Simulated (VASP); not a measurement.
# HgTe (Coloradoite) (F-43m) in VASP: notebook

Aim: see how the results for HgTe (Coloradoite) move with the level of theory and the settings. Levels: BLYP+D3(BJ), revPBE+D3(BJ), PBEsol. Tasks: single point, relaxation of cell and atoms.

Everything below comes from runs of VASP 6.6.1. Logs are shortened: lines on timing, memory, paths and dates and some standing lists are left out, and cuts for length are marked.

### 1 The cell of the first run

It takes space group F-43m (No. 216, cubic). The conventional cell has a = 6.566 Å, b = 6.566 Å, c = 6.566 Å, α = 90.00°, β = 90.00°, γ = 90.00°. Hg (site symmetry -43m) has 4 Te at 2.84 Å within 3.7 Å. Within 3.7 Å of Te (site symmetry -43m) lie 4 Hg at 2.84 Å.

### 2 Single point, BLYP+D3(BJ)

INCAR reads:

```
AGGAC = 1.0 ; AGGAX = 1.0
ALDAC = 0.0 ; ALDAX = 1.0
ALGO = Normal ; EDIFF = 1E-6
ENCUT = 520 ; GGA = B5
ISIF = 2 ; ISMEAR = -1
IVDW = 12 ; LASPH = T
LCHARG = F ; LREAL = F
LWAVE = F ; NBANDS = 16
NELM = 60 ; PREC = Accurate
SIGMA = 0.05 ; VDW_A1 = 0.4298
VDW_A2 = 4.2359 ; VDW_S6 = 1.0
VDW_S8 = 2.6996
```

KPOINTS reads:

```
k-points
0
Gamma
  7 7 7
```

POSCAR reads:

```
HgTe
1.0
    0.0000000000      3.2830584875      3.2830584875
    3.2830584875      0.0000000000      3.2830584875
    3.2830584875      3.2830584875      0.0000000000
Hg Te
1 1
Direct
    0.0000000000      0.0000000000      0.0000000000
    0.7500000000      0.7500000000      0.7500000000
```

Potentials or basis: VASP PAW PBE potentials, release 64 (Hg, Te).

Started as:

```bash
> cat potpaw_PBE.64/Hg/POTCAR potpaw_PBE.64/Te/POTCAR > POTCAR
> mpirun -np 1 vasp_std > vasp.out
```

OUTCAR:

```text
EDIFF = 1E-6
   ENCUT = 520
   GGA = B5
   ISIF = 2
   ISMEAR = -1
   IVDW = 12
   LASPH = T
   LREAL = F
   NELM = 60
   PREC = Accurate
 IVDW          = 12

 ion  position               nearest neighbor table
   1  0.000  0.000  0.000-   2 2.84   2 2.84   2 2.84   2 2.84
   2  0.750  0.750  0.750-   1 2.84   1 2.84   1 2.84   1 2.84

  LATTYP: Found a face centered cubic cell.
 ALAT       =     6.5661169750

  Lattice vectors:

 A1 = (   0.0000000000,   3.2830584875,   3.2830584875)
 A2 = (   3.2830584875,   0.0000000000,   3.2830584875)
 A3 = (   3.2830584875,   3.2830584875,   0.0000000000)

Analysis of symmetry for initial positions (statically):
=====================================================================
 Subroutine PRICEL returns:
 Original cell was already a primitive cell.

 Routine SETGRP: Setting up the symmetry group for a
 face centered cubic supercell.

 Subroutine GETGRP returns: Found 24 space group operations
 (whereof 24 operations were pure point group operations)
 out of a pool of 48 trial point group operations.

The static configuration has the point symmetry T_d .

Analysis of symmetry for dynamics (positions and initial velocities):
=====================================================================
 Subroutine PRICEL returns:
 Original cell was already a primitive cell.

 Routine SETGRP: Setting up the symmetry group for a
 face centered cubic supercell.

 Subroutine GETGRP returns: Found 24 space group operations
 (whereof 24 operations were pure point group operations)
 out of a pool of 48 trial point group operations.

The dynamic configuration has the point symmetry T_d .

 Subroutine INISYM returns: Found 24 space group operations
 (whereof 24 operations are pure point group operations),
 and found     1 'primitive' translations

----------------------------------------------------------------------------------------

                                     Primitive cell

  volume of cell :      70.7727

  direct lattice vectors                    reciprocal lattice vectors
     0.000000000  3.283058487  3.283058487    -0.152297013  0.152297013  0.152297013
     3.283058487  0.000000000  3.283058487     0.152297013 -0.152297013  0.152297013
     3.283058487  3.283058487  0.000000000     0.152297013  0.152297013 -0.152297013

  length of vectors
     4.642945839  4.642945839  4.642945839     0.263786164  0.263786164  0.263786164

  position of ions in fractional coordinates (direct lattice)
[... 72 lines left out ...]
   ENCUT  =  520.0 eV  38.22 Ry    6.18 a.u.   8.63  8.63  8.63*2*pi/ulx,y,z
   NELM   =     60;   NELMIN=  2; NELMDL= -5     # of ELM steps
   EDIFF  = 0.1E-05   stopping-criterion for ELM
   LREAL  =      F    real-space projection
   EDIFFG = 0.1E-04   stopping-criterion for IOM
   NSW    =      0    number of steps for IOM
   IBRION =     -1    ionic relax: 0-MD 1-quasi-New 2-CG
   NFREE  =      0    steps in history (QN), initial steepest desc. (CG)
   ISIF   =      2    stress and relaxation
   ISYM   =      2    0-nonsym 1-usesym 2-fastsym
   POTIM  = 0.5000    time-step for ionic-motion
   TEBEG  =    0.0;   TEEND  =   0.0 temperature during run
   PSTRESS=    0.0 pullay stress
   NELECT =      18.0000    total number of electrons
   NUPDOWN=      -1.0000    fix difference up-down
   EMIN   =  10.00;   EMAX   =-10.00  energy-range for DOS
   EFERMI =   0.00;   METHOD = LEGACY
   ISMEAR =    -1;   SIGMA  =   0.05  broadening in eV -4-tet -1-fermi 0-gaus
   EFERMI_NEDOS =   21; number of points for ismear=-14 and -15
   IALGO  =     38    algorithm
   IMIX   =      4    mixing-type and parameters
     AMIX     =   0.40;   BMIX     =  1.00
     AMIX_MAG =   1.60;   BMIX_MAG =  1.00
  volume/ion in A,a.u.               =      35.39       238.80
  Fermi-wavevector in a.u.,A,eV,Ry     =   1.037235  1.960089 14.637908  1.075856
  Thomas-Fermi vector in A             =   2.171663
   LORBIT       =      0    0 simple, 1 ext, 2 COOP (PROOUT), +10 PAW based schemes
   GGA     = B5    functional components
   LHFCALC =     F    Hartree Fock is set to
   AEXX    =    0.0000 exact exchange contribution
   IVDW    =    12    specifies the selected vdW correction
   LEPSILON=     F    determine dielectric tensor
   LRPA    =     F    only Hartree local field effects (RPA)
 non-spin polarized calculation
  energy-cutoff  :      520.00
  volume of cell :       70.77
 maximum number of plane-waves:      1922
   NGX = 17   NGY = 17   NGZ = 17

 number of electron      18.0000001 magnetization

 Free energy of the ion-electron system (eV)
  ---------------------------------------------------
  ext. energy  EPLUGINS =         0.00000000
  ---------------------------------------------------
  free energy    TOTEN  =        -2.58701169 eV

  energy without entropy =       -2.58624578  energy(sigma->0) =       -2.58662873

 E-fermi :   3.0836     XC(G=0):  -8.0379

 val. band max:        3.0383809163   @ k =   0.0000   0.0000   0.0000
 cond. band min:       3.6836503518   @ k =   0.1429   0.0000   0.0000
 fundamental gap:      0.6452694355
 Fermi energy:         3.0836301091

 k-point     1 :       0.0000    0.0000    0.0000
  band No.  band energies     occupation
      1      -8.6394      2.00000
      2      -4.0797      2.00000
      3      -4.0797      2.00000
      4      -4.0797      2.00000
      5      -3.6083      2.00000
      6      -3.6083      2.00000
[... 357 lines left out ...]
      3      -3.8477      2.00000
      4      -3.6661      2.00000
      5      -3.6154      2.00000
      6      -3.1195      2.00000
[... 8 lines left out ...]
     15      13.1180      0.00000
     16      14.7171      0.00000

------------------------ aborting loop because EDIFF is reached ----------------------------------------

 Edisp (eV)   -1.56037

 E8    (eV) :    -1.1643

  FORCE on cell =-STRESS in cart. coord.  units (eV):
  Direction    XX          YY          ZZ          XY          YZ          ZX
  --------------------------------------------------------------------------------------
  -------------------------------------------------------------------------------------
  Total       0.12069     0.12069     0.12069    -0.00000     0.00000     0.00000
  in kB       2.73212     2.73212     2.73212    -0.00000     0.00000     0.00000
  external pressure =        2.73 kB  Pullay stress =        0.00 kB

 VOLUME and BASIS-vectors are now :
 -----------------------------------------------------------------------------
  energy-cutoff  :      520.00
  volume of cell :       70.77
      direct lattice vectors                 reciprocal lattice vectors
     0.000000000  3.283058487  3.283058487    -0.152297013  0.152297013  0.152297013
     3.283058487  0.000000000  3.283058487     0.152297013 -0.152297013  0.152297013
     3.283058487  3.283058487  0.000000000     0.152297013  0.152297013 -0.152297013

 POSITION                                       TOTAL-FORCE (eV/Angst)
 -----------------------------------------------------------------------------------
      0.00000      0.00000      0.00000        -0.000000     -0.000000      0.000000
      4.92459      4.92459      4.92459         0.000000      0.000000     -0.000000
 -----------------------------------------------------------------------------------
    total drift:                               -0.000000     -0.000000     -0.000000

  FREE ENERGIE OF THE ION-ELECTRON SYSTEM (eV)
  ---------------------------------------------------
  free  energy   TOTEN  =        -4.1473795131 eV

  energy  without entropy=       -4.1466136053  energy(sigma->0) =       -4.14699656
```

OSZICAR:

```text
N       E                     dE             d eps       ncg     rms          rms(c)
DAV:   1     0.107074712413E+03    0.10707E+03   -0.78905E+03   656   0.956E+02
DAV:   2     0.863299876164E+00   -0.10621E+03   -0.99776E+02   760   0.228E+02
DAV:   3    -0.283686157892E+01   -0.37002E+01   -0.36905E+01   768   0.442E+01
DAV:   4    -0.287220683104E+01   -0.35345E-01   -0.35341E-01   968   0.395E+00
DAV:   5    -0.287229181806E+01   -0.84987E-04   -0.84986E-04   864   0.191E-01    0.641E+00
DAV:   6    -0.259296640470E+01    0.27933E+00   -0.58272E-01   768   0.102E+01    0.515E+00
DAV:   7    -0.258779390438E+01    0.51725E-02   -0.11314E-01   760   0.224E+00    0.216E+00
DAV:   8    -0.258703835952E+01    0.75554E-03   -0.89650E-03   720   0.106E+00    0.616E-01
DAV:   9    -0.258697967570E+01    0.58684E-04   -0.74048E-04   800   0.306E-01    0.988E-02
DAV:  10    -0.258700302234E+01   -0.23347E-04   -0.95309E-05   816   0.852E-02    0.599E-02
DAV:  11    -0.258701208450E+01   -0.90622E-05   -0.20119E-05   784   0.314E-02    0.122E-02
DAV:  12    -0.258701168554E+01    0.39896E-06   -0.29206E-06   728   0.108E-02
   1 F= -.41473795E+01 E0= -.41469966E+01  d E =-.765908E-03
```

It took 24 s on 1 thread of Intel Xeon Platinum 8375C at 2.90GHz (Ice Lake), shared host; peak memory 0.22 GiB.

What came out:

```yaml
Free_energy: -4.1474 eV
Pressure: 0.3 GPa
Band_gap_on_the_k_mesh: zero (filled and empty bands touch)
Dispersion_energy_per_atom: -0.780 eV
```

Caveat: the PAW data sets were made with another functional, which shifts forces and pressure a little; spin-orbit coupling is left out, which moves the levels of the heavy elements; pairwise dispersion overbinds metals, which lowers pressure and volume.

### 3 Relaxation of cell and atoms, BLYP+D3(BJ)

This run uses another cell than the first one, of 33.22 Å³/atom, 0.939 times its volume.

INCAR reads:

```
AGGAC = 1.0
AGGAX = 1.0
ALDAC = 0.0
ALDAX = 1.0
ALGO = Normal
EDIFF = 1E-6
EDIFFG = -0.005
ENCUT = 600
GGA = B5
IBRION = 2
ISIF = 3
ISMEAR = -1
IVDW = 12
LASPH = T
LCHARG = F
LREAL = F
LWAVE = F
NELM = 100
NSW = 80
PREC = Accurate
SIGMA = 0.05
VDW_A1 = 0.4298
VDW_A2 = 4.2359
VDW_S6 = 1.0
VDW_S8 = 2.6996
```

KPOINTS is that of step 2.

POSCAR reads:

```
HgTe
1.0
    0.0000000000      3.2145000000      3.2145000000
    3.2145000000      0.0000000000      3.2145000000
    3.2145000000      3.2145000000      0.0000000000
Hg Te
1 1
Direct
    0.0000000000      0.0000000000      0.0000000000
    0.7500000000      0.7500000000      0.7500000000
```

Potentials or basis: VASP PAW PBE potentials, release 64 (Hg, Te).

Started as:

```bash
> cat potpaw_PBE.64/Hg/POTCAR potpaw_PBE.64/Te/POTCAR > POTCAR
> mpirun -np 1 vasp_std > vasp.out
```

Wall time 65 s (1 thread of Intel Xeon Platinum 8375C at 2.90GHz (Ice Lake), shared host); peak memory 0.23 GiB.

The run converged. Its results:

```
Free energy                            : -4.1472 eV
Relaxed volume                         : 35.64 Å³/atom
Relaxed cell                           : a = 4.654 Å, b = 4.654 Å, c = 4.654 Å, α = 60.00°, β = 60.00°, γ = 60.00°
Space group after relaxing (to 0.05 Å) : F-43m (No. 216)
Energy gained by relaxing              : 23.0 meV/atom
Ionic steps                            : 3
Pressure after relaxing                : 0.0 GPa
Band gap on the k mesh                 : zero (filled and empty bands touch)
Dispersion energy per atom             : -0.773 eV
```

Step by step:
| step | energy change (eV) | largest force (eV/Å) | pressure (GPa) | volume (Å³) |
| --- | --- | --- | --- | --- |
| 1 | 0.0000 | 0.0000 | 3.26 | 66.43 |
| 2 | -0.0406 | 0.0000 | -0.93 | 73.15 |
| 3 | -0.0461 | 0.0000 | 0.01 | 71.28 |

Final structure:
```
Hg Te
1.0
     0.00000    3.29088    3.29088
     3.29088    0.00000    3.29088
     3.29088    3.29088    0.00000
Hg Te
1 1
Cartesian
  0.0000 0.0000 0.0000
  4.9363 4.9363 4.9363
```

Levels at points of the mesh, in eV from the Fermi level:
| k point | band 6 | band 7 | band 8 | band 9 | band 10 | band 11 | band 12 | band 13 |
| --- | --- | --- | --- | --- | --- | --- | --- | --- |
| (0.00, 0.00, 0.00) | -6.66 | -0.97 | -0.05 | -0.05 | -0.05 | 4.30 | 4.30 | 4.30 |

Caveat: the PAW data sets were made with another functional, which shifts forces and pressure a little; spin-orbit coupling is left out, which moves the levels of the heavy elements; pairwise dispersion overbinds metals, which lowers pressure and volume.

### 4 Relaxation of cell and atoms, revPBE+D3(BJ)

This run uses another cell than the first one, of 33.22 Å³/atom, 0.939 times its volume.

INCAR reads:

```
SYSTEM = HgTe
PREC = Accurate
ENCUT = 600
EDIFF = 1E-6
ISMEAR = -1
SIGMA = 0.05
LREAL = .FALSE.
LASPH = .TRUE.
NELM = 60
ALGO = Normal
ISIF = 3
LWAVE = .FALSE.
LCHARG = .FALSE.
GGA = RE
IVDW = 12
IBRION = 2
NSW = 80
EDIFFG = -0.02
```

KPOINTS reads:

```
regular mesh
0
G
  7 7 7
  0 0 0
```

POSCAR is that of step 3.

Started as:

```bash
> cat potpaw_PBE.64/Hg/POTCAR potpaw_PBE.64/Te/POTCAR > POTCAR
> mpirun -np 1 vasp_std > vasp.out
```

Wall time 35 s (1 thread of Intel Xeon Platinum 8375C at 2.90GHz (Ice Lake), shared host); peak memory 0.23 GiB.

Results (log left out):

```
Free energy                            : -4.2812 eV
Relaxed volume                         : 34.65 Å³/atom
Relaxed cell                           : a = 4.611 Å, b = 4.611 Å, c = 4.611 Å, α = 60.00°, β = 60.00°, γ = 60.00°
Space group after relaxing (to 0.05 Å) : F-43m (No. 216)
Energy gained by relaxing              : 8.3 meV/atom
Ionic steps                            : 3
Pressure after relaxing                : 0.0 GPa
Band gap on the k mesh                 : zero (filled and empty bands touch)
Dispersion energy per atom             : -0.660 eV
```

Step by step:
```tsv
step	energy change (eV)	largest force (eV/Å)	pressure (GPa)	volume (Å³)
1	0.0000	0.0000	1.93	66.43
2	-0.0147	0.0000	-0.58	70.34
3	-0.0166	0.0000	0.00	69.31
```

Final structure:
```cif
data_structure
_symmetry_space_group_name_H-M 'P 1'
_symmetry_Int_Tables_number 1
_cell_length_a 4.6107
_cell_length_b 4.6107
_cell_length_c 4.6107
_cell_angle_alpha 60.000
_cell_angle_beta 60.000
_cell_angle_gamma 60.000
_cell_volume 69.31
loop_
_atom_site_label
_atom_site_type_symbol
_atom_site_fract_x
_atom_site_fract_y
_atom_site_fract_z
_atom_site_occupancy
Hg1 Hg 0.00000 0.00000 0.00000 1
Te1 Te 0.75000 0.75000 0.75000 1
```

Levels at points of the mesh, in eV from the Fermi level:
```
           k point  band 5  band 6  band 7  band 8  band 9  band 10  band 11  band 12  band 13
(0.00, 0.00, 0.00)   -6.76   -6.76   -0.76   -0.04   -0.04    -0.04     4.27     4.27     4.27
```

Caveat: the PAW data sets were made with another functional, which shifts forces and pressure a little; spin-orbit coupling is left out, which moves the levels of the heavy elements; pairwise dispersion overbinds metals, which lowers pressure and volume.

### 5 Single point, PBEsol, non-collinear spin, zero start, spin-orbit coupling

This run uses another cell than the first one, of 33.22 Å³/atom, 0.939 times its volume.

INCAR reads:

```
SYSTEM = HgTe
PREC = Accurate
ENCUT = 520
EDIFF = 1E-7
ISMEAR = -1
SIGMA = 0.05
LREAL = .FALSE.
LASPH = .TRUE.
NELM = 150
ALGO = Normal
ISIF = 2
LWAVE = .FALSE.
LCHARG = .FALSE.
LNONCOLLINEAR = .TRUE.
MAGMOM = 0 0 0 0 0 0
LORBIT = 11
LSORBIT = .TRUE.
GGA_COMPAT = .FALSE.
LORBMOM = .TRUE.
GGA = PS
NBANDS = 30
```

KPOINTS reads:

```
Automatic mesh
0
G
  5 5 5
  0 0 0
```

POSCAR is that of step 4.

Potentials or basis: VASP PAW PBE potentials, release 64 (Hg, Te).

Started as:

```bash
> cat potpaw_PBE.64/Hg/POTCAR potpaw_PBE.64/Te/POTCAR > POTCAR
> mpirun -np 1 vasp_ncl > vasp.out
```

OUTCAR:

```text
SYSTEM = HgTe
   PREC = Accurate
   ENCUT = 520
   EDIFF = 1E-7
   ISMEAR = -1
   LREAL = .FALSE.
   LASPH = .TRUE.
   NELM = 150
   ISIF = 2
   LNONCOLLINEAR = .TRUE.
   LORBIT = 11
   LSORBIT = .TRUE.
   GGA = PS

 ion  position               nearest neighbor table
   1  0.000  0.000  0.000-   2 2.78   2 2.78   2 2.78   2 2.78
   2  0.750  0.750  0.750-   1 2.78   1 2.78   1 2.78   1 2.78

  LATTYP: Found a face centered cubic cell.
 ALAT       =     6.4290000000

  Lattice vectors:

 A1 = (   0.0000000000,   3.2145000000,   3.2145000000)
 A2 = (   3.2145000000,   0.0000000000,   3.2145000000)
 A3 = (   3.2145000000,   3.2145000000,   0.0000000000)

Analysis of symmetry for initial positions (statically):
[... 742 lines left out ...]
     0.0000000     0.0000000     0.0000000     0.0000000     0.0000000     0.0000000     0.0000000
     0.0000000     0.0000000     0.0000000     0.0000000     0.0000000     0.0000000     0.0000000
     0.0000000     0.0000000     0.0000000     0.0000000     0.0000000     0.0000000     0.0000000
     0.0000000     0.0000000     0.0000000     0.0000000     0.0000000     0.0000000     0.0000000
     0.0000000     0.0000000     0.0000000     0.0000000     0.0000000     0.0000000     0.0000000
     0.0000000     0.0000000     0.0000000     0.0000000     0.0000000     0.0000000     0.0000000

 total charge

# of ion       s       p       d       tot
------------------------------------------
    1        0.751   0.448   9.351  10.550
    2        1.367   1.976   0.036   3.379
--------------------------------------------------
tot          2.119   2.424   9.386  13.928

 magnetization (x)

# of ion       s       p       d       tot
------------------------------------------
    1       -0.000   0.000   0.000  -0.000
    2        0.000  -0.000  -0.000  -0.000
--------------------------------------------------
tot          0.000  -0.000  -0.000  -0.000

 magnetization (y)

# of ion       s       p       d       tot
------------------------------------------
    1       -0.000   0.000   0.000  -0.000
    2        0.000  -0.000  -0.000  -0.000
--------------------------------------------------
tot         -0.000  -0.000  -0.000  -0.000

 magnetization (z)

# of ion       s       p       d       tot
------------------------------------------
    1        0.000   0.000   0.000   0.000
    2        0.000   0.000  -0.000   0.000
--------------------------------------------------
tot          0.000   0.000   0.000   0.000
```

stdout:

```text
POSCAR found type information on POSCAR HgTe
 POSCAR found :  2 types and       2 ions
 scaLAPACK will be used
 -----------------------------------------------------------------------------
|                                                                             |
|                                                                             |
|     You enforced a specific xc type in the INCAR file but a different       |
|     I HOPE YOU KNOW WHAT YOU ARE DOING!                                     |
|                                                                             |
 -----------------------------------------------------------------------------

 LDA part: xc-table for (Slater+PW92), standard interpolation
 POSCAR, INCAR and KPOINTS ok, starting setup
 FFT: planning ... GRIDC
 FFT: planning ... GRID_SOFT
 FFT: planning ... GRID
 WAVECAR not read
 entering main loop
```

It took 60 s on 1 thread of Intel Xeon Platinum 8375C at 2.90GHz (Ice Lake), shared host; peak memory 0.39 GiB.

Results:

* Free energy: -4.7334 eV
* Pressure: 1.8 GPa
* Net moment: 0.00 μB per cell
* Valence electrons inside the program's atomic spheres: Hg 10.55; Te 3.38

Moments on the atoms (μB; x, y, z):
```
Hg  0.00 0.00 0.00
Te  0.00 0.00 0.00
```

Caveat: the PAW data sets were made with another functional, which shifts forces and pressure a little.

### 6 Summary

| task | level | spin | cell | k mesh | cutoff (eV) | gap on the mesh (eV) | pressure (GPa) | relaxed volume (Å³/atom) |
| --- | --- | --- | --- | --- | --- | --- | --- | --- |
| single point | BLYP+D3(BJ) | off | a = 4.643 Å, angles 60.0°, 2 atoms | 7 × 7 × 7 | 520 | none | 0.3 | - |
| relaxation of cell and atoms | BLYP+D3(BJ) | off | relaxed from a = 4.546 Å, angles 60.0°, 2 atoms | 7 × 7 × 7 | 600 | none | 0.0 | 35.64 |
| relaxation of cell and atoms | revPBE+D3(BJ) | off | relaxed from a = 4.546 Å, angles 60.0°, 2 atoms | 7 × 7 × 7 | 600 | none | 0.0 | 34.65 |
| single point | PBEsol | non-collinear, zero start, SOC | a = 4.546 Å, angles 60.0°, 2 atoms | 5 × 5 × 5 | 520 | - | 1.8 | - |

Alike in all rows: potentials or basis VASP PAW PBE potentials, release 64 (Hg, Te); smearing fermi-dirac 0.05 eV.

Caveats: the PAW data sets were made with another functional, which shifts forces and pressure a little; spin-orbit coupling is left out, which moves the levels of the heavy elements (some runs); pairwise dispersion overbinds metals, which lowers pressure and volume (some runs).

Total energies depend on the potentials used, so only differences within one code and one set of settings carry meaning.
